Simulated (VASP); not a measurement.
# MoS2 in VASP: a series of runs

Aim: see how the results for MoS2 move with the level of theory and the settings. Levels: r2SCAN, PBEsol+U. Tasks: relaxation of cell and atoms, single point.

All numbers are computed with VASP 6.6.1; they aren't measurements. Logs are shortened: lines on timing, memory, paths and dates and some standing lists are left out, and cuts for length are marked.

### Step 1. The cell of the first run

The cell holds a slab with vacuum, 6 atoms: a = 3.185 Å, b = 3.185 Å, c = 21.671 Å, α = 90.00°, β = 90.00°, γ = 120.00°.

### Step 2. Relaxation of cell and atoms, r2SCAN

File POSCAR:

```
MoS2
1.0
    3.1845414560      0.0000000000      0.0000000000
   -1.5922707280      2.7578938003      0.0000000000
    0.0000000000      0.0000000000     21.6705347200
Mo S
2 4
Direct
    0.3333333333      0.6666666667      0.8511602300
    0.6666666667      0.3333333333      0.1488397700
    0.6666666667      0.3333333333      0.7796253900
    0.3333333333      0.6666666667      0.0772510000
    0.6666666667      0.3333333333      0.9227490000
    0.3333333333      0.6666666667      0.2203746100
```

File INCAR.step1:

```
  PREC = Accurate
  ENCUT = 600
  ISMEAR = -1
  SIGMA = 0.05
  LREAL = F
  LASPH = T
  NELM = 60
  GGA = PE
  ALGO = Normal
  EDIFF = 1E-4
  LWAVE = T
  LCHARG = F
```

File INCAR.step2:

```
  PREC = Accurate
  ENCUT = 600
  EDIFF = 1E-6
  ISMEAR = -1
  SIGMA = 0.05
  LREAL = F
  LASPH = T
  NELM = 60
  ALGO = Normal
  ISIF = 3
  LWAVE = F
  LCHARG = F
  METAGGA = R2SCAN
  LMIXTAU = T
  IBRION = 2
  NSW = 60
  EDIFFG = -0.01
  ISTART = 1
```

File KPOINTS:

```
Automatic mesh
0
Gamma
  10 10 2
```

Potentials or basis: VASP PAW PBE potentials, release 64 (Mo_sv, S).

On the command line:

```console
> cat potpaw_PBE.64/Mo_sv/POTCAR potpaw_PBE.64/S/POTCAR > POTCAR
> cp INCAR.step1 INCAR
> mpirun -np 1 vasp_std > vasp.out
> cp INCAR.step2 INCAR
> mpirun -np 1 vasp_std > vasp.out
```

OUTCAR:

```text
PREC = Accurate
   ENCUT = 600
   EDIFF = 1E-6
   ISMEAR = -1
   LREAL = F
   LASPH = T
   NELM = 60
   ISIF = 3
   METAGGA = R2SCAN
   IBRION = 2
   NSW = 60
   EDIFFG = -0.01
   ISTART = 1

 ion  position               nearest neighbor table
   1  0.333  0.667  0.851-   3 2.40   3 2.40   3 2.40   5 2.41   5 2.41   5 2.41
   2  0.667  0.333  0.149-   6 2.40   6 2.40   6 2.40   4 2.41   4 2.41   4 2.41
   3  0.667  0.333  0.780-   1 2.40   1 2.40   1 2.40
   4  0.333  0.667  0.077-   2 2.41   2 2.41   2 2.41
   5  0.667  0.333  0.923-   1 2.41   1 2.41   1 2.41
   6  0.333  0.667  0.220-   2 2.40   2 2.40   2 2.40

  LATTYP: Found a hexagonal cell.
 ALAT       =     3.1845414560
 C/A-ratio  =     6.8049152506

  Lattice vectors:

 A1 = (   3.1845414560,   0.0000000000,   0.0000000000)
 A2 = (  -1.5922707280,   2.7578938003,   0.0000000000)
 A3 = (   0.0000000000,   0.0000000000,  21.6705347200)

Analysis of symmetry for initial positions (statically):
=====================================================================
 Subroutine PRICEL returns:
 Original cell was already a primitive cell.

 Routine SETGRP: Setting up the symmetry group for a
 hexagonal supercell.

 Subroutine GETGRP returns: Found 12 space group operations
 (whereof 12 operations were pure point group operations)
 out of a pool of 24 trial point group operations.

The static configuration has the point symmetry D_3d.

Analysis of symmetry for dynamics (positions and initial velocities):
=====================================================================
 Subroutine PRICEL returns:
 Original cell was already a primitive cell.

 Routine SETGRP: Setting up the symmetry group for a
 hexagonal supercell.

 Subroutine GETGRP returns: Found 12 space group operations
 (whereof 12 operations were pure point group operations)
 out of a pool of 24 trial point group operations.

The dynamic configuration has the point symmetry D_3d.

 Subroutine INISYM returns: Found 12 space group operations
 (whereof 12 operations are pure point group operations),
 and found     1 'primitive' translations

----------------------------------------------------------------------------------------

                                     Primitive cell

  volume of cell :     190.3242

  direct lattice vectors                    reciprocal lattice vectors
     3.184541456  0.000000000  0.000000000     0.314016952  0.181297771  0.000000000
    -1.592270728  2.757893800  0.000000000     0.000000000  0.362595543  0.000000000
     0.000000000  0.000000000 21.670534720     0.000000000  0.000000000  0.046145608

  length of vectors
     3.184541456  3.184541456 21.670534720     0.362595543  0.362595543  0.046145608

  position of ions in fractional coordinates (direct lattice)
     0.333333333  0.666666667  0.851160230
     0.666666667  0.333333333  0.148839770
     0.666666667  0.333333333  0.779625390
     0.333333333  0.666666667  0.077251000
     0.666666667  0.333333333  0.922749000
     0.333333333  0.666666667  0.220374610

  ion indices of the primitive-cell ions
   primitive index   ion index
                 1           1
                 2           2
                 3           3
                 4           4
                 5           5
                 6           6

----------------------------------------------------------------------------------------

 KPOINTS: Automatic mesh

Automatic generation of k-mesh.
 Grid dimensions read from file:
 generate k-points for:   10   10    2

 Generating k-lattice:

  Cartesian coordinates                     Fractional coordinates (reciprocal lattice)
     0.031401695  0.018129777  0.000000000     0.100000000  0.000000000  0.000000000
     0.000000000  0.036259554  0.000000000     0.000000000  0.100000000  0.000000000
     0.000000000  0.000000000  0.023072804     0.000000000  0.000000000  0.500000000

  Length of vectors
     0.036259554  0.036259554  0.023072804

  Shift w.r.t. Gamma in fractional coordinates (k-lattice)
     0.000000000  0.000000000  0.000000000

 Subroutine IBZKPT returns following result:
 ===========================================

 Found     28 irreducible k-points:

 Following reciprocal coordinates:
            Coordinates               Weight
  0.000000  0.000000  0.000000      1.000000
  0.100000  0.000000  0.000000      6.000000
  0.200000  0.000000  0.000000      6.000000
  0.300000 -0.000000  0.000000      6.000000
  0.400000 -0.000000  0.000000      6.000000
  0.500000 -0.000000  0.000000      3.000000
[... 16 lines left out ...]
  0.300000  0.100000  0.500000     12.000000
  0.400000  0.100000  0.500000     12.000000
 [... further k-points ...]
   k-points           NKPTS =     28   k-points in BZ     NKDIM =     28   number of bands    NBANDS=     31
   number of dos      NEDOS =    301   number of ions     NIONS =      6
   total plane-waves  NPLWV = 141120
   dimension x,y,z NGX =    28 NGY =   28 NGZ =  180
   dimension x,y,z NGXF=    56 NGYF=   56 NGZF=  360
   ions per type =               2   4
   NGX,Y,Z   is equivalent  to a cutoff of  14.62, 14.62, 13.81 a.u.
   NGXF,Y,Z  is equivalent  to a cutoff of  29.23, 29.23, 27.62 a.u.
 SYSTEM =  unknown system
   PREC   = accura    normal or accurate (medium, high low for compatibility)
   ISTART =      1    job   : 0-new  1-cont  2-samecut
   ICHARG =      0    charge: 1-file 2-atom 10-const
   ISPIN  =      1    spin polarized calculation?
   LNONCOLLINEAR =      F non collinear calculations
   LSORBIT =      F    spin-orbit coupling
   LASPH  =      T    aspherical Exc in radial PAW
   ENCUT  =  600.0 eV  44.10 Ry    6.64 a.u.   6.36  6.36 43.28*2*pi/ulx,y,z
   NELM   =     60;   NELMIN=  2; NELMDL=  0     # of ELM steps
   EDIFF  = 0.1E-05   stopping-criterion for ELM
   LREAL  =      F    real-space projection
   EDIFFG = -.1E-01   stopping-criterion for IOM
   NSW    =     60    number of steps for IOM
   IBRION =      2    ionic relax: 0-MD 1-quasi-New 2-CG
   NFREE  =      1    steps in history (QN), initial steepest desc. (CG)
   ISIF   =      3    stress and relaxation
   ISYM   =      2    0-nonsym 1-usesym 2-fastsym
   POTIM  = 0.5000    time-step for ionic-motion
   TEBEG  =    0.0;   TEEND  =   0.0 temperature during run
   PSTRESS=    0.0 pullay stress
   NELECT =      52.0000    total number of electrons
   NUPDOWN=      -1.0000    fix difference up-down
   EMIN   =  10.00;   EMAX   =-10.00  energy-range for DOS
   EFERMI =   0.00;   METHOD = LEGACY
   ISMEAR =    -1;   SIGMA  =   0.05  broadening in eV -4-tet -1-fermi 0-gaus
   EFERMI_NEDOS =   21; number of points for ismear=-14 and -15
   IALGO  =     38    algorithm
   IMIX   =      4    mixing-type and parameters
     AMIX     =   0.40;   BMIX     =  1.00
     AMIX_MAG =   1.60;   BMIX_MAG =  1.00
  volume/ion in A,a.u.               =      31.72       214.06
  Fermi-wavevector in a.u.,A,eV,Ry     =   1.062294  2.007444 15.353737  1.128468
  Thomas-Fermi vector in A             =   2.197739
   LORBIT       =      0    0 simple, 1 ext, 2 COOP (PROOUT), +10 PAW based schemes
   METAGGA = R2SCAN    functional components
   LHFCALC =     F    Hartree Fock is set to
   AEXX    =    0.0000 exact exchange contribution
   IVDW    =     0    specifies the selected vdW correction
   LEPSILON=     F    determine dielectric tensor
   LRPA    =     F    only Hartree local field effects (RPA)
 conjugate gradient relaxation of ions
 non-spin polarized calculation
  energy-cutoff  :      600.00
  volume of cell :      190.32
 maximum number of plane-waves:      6402
 NGX is ok and might be reduce to    28
   NGX = 13   NGY = 13   NGZ = 87

--------------------------------------- Ionic step        1  -------------------------------------------

 number of electron      51.9999999 magnetization

 Free energy of the ion-electron system (eV)
  ---------------------------------------------------
  ext. energy  EPLUGINS =         0.00000000
  ---------------------------------------------------
  free energy    TOTEN  =       -90.04164679 eV

  energy without entropy =      -90.04164675  energy(sigma->0) =      -90.04164677

------------------------ aborting loop because EDIFF is reached ----------------------------------------

  FORCE on cell =-STRESS in cart. coord.  units (eV):
  Direction    XX          YY          ZZ          XY          YZ          ZX
  --------------------------------------------------------------------------------------
  -------------------------------------------------------------------------------------
  Total        0.0943840      0.0943840      0.2208691      0.0000000      0.0000000      0.0000000
  in kB        0.7945383      0.7945383      1.8593083      0.0000000      0.0000000      0.0000000
  external PRESSURE =       1.1494617 kB  Pullay stress =       0.0000000 kB
[... 65 lines left out ...]
  energy  without entropy=      -90.0412407997  energy(sigma->0) =      -90.04124082

--------------------------------------- Ionic step        3  -------------------------------------------

 number of electron      52.0000000 magnetization

 Free energy of the ion-electron system (eV)
  ---------------------------------------------------
  ext. energy  EPLUGINS =         0.00000000
  ---------------------------------------------------
  free energy    TOTEN  =       -90.04176038 eV

  energy without entropy =      -90.04176034  energy(sigma->0) =      -90.04176036

 E-fermi :   2.1503     XC(G=0):  -6.8493

 val. band max:        1.4626367123   @ k =   0.0000   0.0000   0.0000
 cond. band min:       2.9481325918   @ k =   0.3000   0.3000   0.0000
 fundamental gap:      1.4854958796
 Fermi energy:         2.1503068292

 k-point     1 :       0.0000    0.0000    0.0000
  band No.  band energies     occupation
      1     -61.7350      2.00000
      2     -61.7350      2.00000
      3     -35.1465      2.00000
      4     -35.1464      2.00000
      5     -34.9398      2.00000
      6     -34.9398      2.00000
[... 805 lines left out ...]
     30       4.0439      0.00000
     31       4.9979      0.00000

 [... further k-points ...]

------------------------ aborting loop because EDIFF is reached ----------------------------------------

  FORCE on cell =-STRESS in cart. coord.  units (eV):
  Direction    XX          YY          ZZ          XY          YZ          ZX
  --------------------------------------------------------------------------------------
  -------------------------------------------------------------------------------------
  Total       -0.0163098     -0.0163098      0.0237214     -0.0000000      0.0000000     -0.0000000
  in kB       -0.1371549     -0.1371549      0.1994820     -0.0000000      0.0000000     -0.0000000
  external PRESSURE =      -0.0249426 kB  Pullay stress =       0.0000000 kB
[... 21 lines left out ...]
  FREE ENERGIE OF THE ION-ELECTRON SYSTEM (eV)
  ---------------------------------------------------
  free  energy   TOTEN  =       -90.0417603804 eV

  energy  without entropy=      -90.0417603396  energy(sigma->0) =      -90.04176036

 reached required accuracy - stopping structural energy minimisation
```

It took 81 min on 1 thread of Oxide Virtual Turin-like, shared host; peak memory 0.49 GiB.

Results:

```yaml
Free_energy: -90.0418 eV
Relaxed_cell: a = 3.185 Å, b = 3.185 Å, c = 21.683 Å, α = 90.00°, β = 90.00°, γ = 120.00°
Space_group_after_relaxing_to_0.1_Å: P-3m1 (No. 164)
Energy_gained_by_relaxing: 0.0 meV/atom
Ionic_steps: 3
Largest_force_after_relaxing: 0.004 eV/Å
Band_gap_on_the_k_mesh: 1.49 eV (least direct gap 2.01 eV)
```

Forces on the atoms (eV/Å):
```
Mo   0.000  0.000 -0.001
Mo   0.000  0.000  0.001
S    0.000  0.000 -0.003
S    0.000  0.000  0.004
S    0.000  0.000 -0.004
S    0.000  0.000  0.003
```

Step by step:
```csv
step,energy change (eV),largest force (eV/Å),pressure (GPa),volume (Å³)
1,0.0000,0.0374,0.11,190.32
2,0.0004,0.0697,-0.26,190.95
3,-0.0001,0.0037,0.00,190.52
```

Final structure:
```
Mo S
1.0
     3.18531    0.00000    0.00000
    -1.59265    2.75856    0.00000
     0.00000    0.00000   21.68274
Mo S
2 4
Direct
  0.33333 0.66667 0.85116
  0.66667 0.33333 0.14884
  0.66667 0.33333 0.77960
  0.33333 0.66667 0.07723
  0.66667 0.33333 0.92277
  0.33333 0.66667 0.22040
```

Caveat: there is no dipole correction, which matters where the two faces differ; the PAW data sets were made with another functional, which shifts forces and pressure a little.

(Part 1 of 2 ends here.)
